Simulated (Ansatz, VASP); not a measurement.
# One calculation of Ir, two programs

```
Ir
1.0
     0.00000    1.92240    1.92240
     1.92240    0.00000    1.92240
     1.92240    1.92240    0.00000
Ir
1
Cartesian
  0.0000 0.0000 0.0000
```

Alike in both runs: functional r2SCAN; k mesh 18 × 18 × 18; occupations gaussian, width 0.1 eV; no spin polarisation.

Ansatz relaxed the structure, and its values are those at the end. VASP's run is a single point on that final structure, the one shown.

|  | VASP | Ansatz |
| --- | --- | --- |
| version | VASP 6.6.1 | Ansatz 0.2.0 |
| potentials or method | VASP PAW PBE potentials, release 64 (Ir_sv_GW), cutoff 620 eV | scalar-relativistic, plane waves, PAW |
| valence electrons in the cell | 17 | 17 |

```tsv
	VASP	Ansatz	Ansatz less VASP
gap on the k mesh at the Fermi level (eV)	none	none	-
pressure (GPa)	-1.1	0.0	+1.11
```

VASP's potentials were made for PBE, not for r2SCAN. A gap of «none» marks a metal or a gap that the smearing closes. With one functional, cell and mesh, what is left measures potentials, basis and numerics.

Neither program's run includes spin-orbit coupling.
